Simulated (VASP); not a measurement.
## Cu: single point with LDA

Cu:

```
Cu
1.0
    -1.46310    1.46310    1.35785
     1.46310   -1.46310    1.35785
     1.46310    1.46310   -1.35785
Cu
1
Direct
  0.00000 0.00000 0.00000
```

```
Program             : VASP 6.6.1
Task                : single point
Functional          : LDA
Potentials or basis : VASP PAW LDA potentials, release 64 (Cu_sv_GW)
Cutoff              : 820 eV
k mesh              : 22 × 22 × 22
Occupations         : gaussian, width 0.15 eV
Spin                : no spin polarisation
```

```json
{
 "Pressure": "-10.4 GPa",
 "Band gap on the k mesh": "zero (an odd number of electrons rules out a gap without spin polarisation)"
}
```

Levels at points of the mesh, in eV from the Fermi level:
```
           k point  band 8  band 9  band 10  band 11  band 12  band 13
(0.00, 0.00, 0.00)   -3.07   -2.31    -1.98    24.38    24.38    26.54
(0.50, 0.00, 0.00)   -1.86   -1.37    -0.45     4.69    16.88    17.00
(0.50, 0.50, 0.00)   -2.09   -1.40    -1.02     3.86    19.01    19.11
(0.50, 0.50, 0.50)   -1.57   -1.49     7.24     7.24    10.14    13.11
```

Wall time 84 s on 1 thread of Intel(R) Xeon(R) 6975P-C (Granite Rapids), on a shared host, peak memory 0.45 GiB.

Caveat: the cell stands under tension.
